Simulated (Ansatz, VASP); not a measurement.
## One calculation of Zn, two programs

```
Zn
1.0
    -1.72187    1.72187    1.30643
     1.72187   -1.72187    1.30643
     1.72187    1.72187   -1.30643
Zn
1
Direct
  0.00000 0.00000 0.00000
```

Alike in both runs: functional PBE; k mesh 26 × 26 × 26; occupations gaussian, width 0.1 eV; no spin polarisation.

Ansatz relaxed the structure, and its values are those at the end. VASP's run is a single point on that final structure, the one shown.

```csv
,VASP,Ansatz
version,VASP 6.6.1,Ansatz 0.2.0
potentials or method,"VASP PAW PBE potentials, release 64 (Zn), cutoff 520 eV","scalar-relativistic, plane waves, PAW"
valence electrons in the cell,12,12
```

```tsv
	VASP	Ansatz	Ansatz less VASP
gap on the k mesh at the Fermi level (eV)	none	none	-
pressure (GPa)	0.5	0.0	-0.48
```

A gap of «none» marks a metal or a gap that the smearing closes.
